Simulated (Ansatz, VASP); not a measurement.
# One calculation of AgCl, two programs

The input INCAR:

```
SYSTEM = AgCl
PREC = Accurate
ENCUT = 520
EDIFF = 1E-8
ISMEAR = -1
SIGMA = 0.02
LREAL = .False.
LASPH = .True.
NELM = 60
ALGO = Normal
ISIF = 2
LWAVE = .False.
LCHARG = .False.
GGA = CA
LEFG = .True.
NBANDS = 16
```

KPOINTS

```
regular mesh
0
Gamma
  8 8 8
  0 0 0
```

File POSCAR:

```
AgCl
1.0
    0.0831945000      2.8147472500      2.8147472500
    2.8147472500      0.0831945000      2.8147472500
    2.8147472500      2.8147472500      0.0831945000
Ag Cl
1 1
Direct
    0.5000000000      0.5000000000      0.5000000000
    0.0000000000      0.0000000000      0.0000000000
```

Input for Ansatz:

```yaml
crystal:
  lattice:
    - [0.0831945, 2.81474725, 2.81474725]
    - [2.81474725, 0.0831945, 2.81474725]
    - [2.81474725, 2.81474725, 0.0831945]
  atoms:
    - { symbol: Ag, position: [0.5, 0.5, 0.5] }
    - { symbol: Cl, position: [0.0, 0.0, 0.0] }
kpoints:
  mp_grid: { grid: [8, 8, 8] }
scf:
  occupations: { method: fermi_dirac, width: 0.02 }
hamiltonian:
  xc: lda
  pseudopotentials: { kind: all_electron, datasets: crystal }
output:
  forces: true
  stress: true
  eigenvalues: true
  efg: { contact_densities: true }
```

Change from the starting cell: equal xy, yz and zx shear strains of +3 %, crystal datasets.

Alike in both runs: task electric field gradients; functional LDA; k mesh 8 × 8 × 8; occupations fermi-dirac, width 0.02 eV; no spin polarisation.

|  | VASP | Ansatz |
| --- | --- | --- |
| version | VASP 6.6.1 | Ansatz 0.2.0 |
| potentials or method | VASP PAW LDA potentials, release 64 (Ag, Cl), cutoff 520 eV | all-electron PAW with datasets made for the crystal, scalar-relativistic |

Ansatz gave:

* pressure (GPa): -5.6
* traceless stress, the component that is largest in VASP (GPa): -0.26
* size of Vzz on the site where it differs most (V/Å²): 6.3

Question: Estimate VASP's values.

Answer: Pressure (GPa): -5.6; traceless stress, the component that is largest in VASP (GPa): -0.26; size of Vzz on the site where it differs most (V/Å²): 6.6.

LDA's correlation is that of Perdew and Zunger in VASP and of Perdew and Wang (1992) in Ansatz. Ansatz ran all-electron here, and VASP with PAW potentials.
